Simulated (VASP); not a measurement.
Input of a VASP 6.6.1 run:

INCAR

```
SYSTEM = In
PREC = Accurate ; ENCUT = 520
EDIFF = 1E-7 ; ISMEAR = -1
SIGMA = 0.1 ; LREAL = .False.
LASPH = .True. ; NELM = 100
ALGO = Normal ; ISIF = 2
LWAVE = .False. ; LCHARG = .False.
GGA = B5 ; ALDAX = 1.0
AGGAX = 1.0 ; AGGAC = 1.0
ALDAC = 0.0 ; NBANDS = 20
```

Contents of KPOINTS:

```
Automatic mesh
0
Gamma
  8 8 8
  0 0 0
```

The input POSCAR:

```
In
1.0
    0.0000000000      3.4975187911      3.4975187911
    3.4975187911      0.0000000000      3.4975187911
    3.4975187911      3.4975187911      0.0000000000
In
2
Direct
    0.1250000000      0.1250000000      0.1250000000
    0.8750000000      0.8750000000      0.8750000000
```

Potentials or basis: VASP PAW PBE potentials, release 64 (In_d).

Command:

```sh
$ cat potpaw_PBE.64/In_d/POTCAR > POTCAR
$ mpirun -np 1 vasp_std > vasp.out
```

(1) Estimate the pressure.

(2) Estimate the band gap on the k mesh.

Answers

(1) 0.0 GPa.

(2) zero (bands 13 and 14 overlap by 2.79 eV).

Caveat: the PAW data sets were made with another functional, which shifts forces and pressure a little; spin-orbit coupling is left out, which moves the levels of the heavy elements.
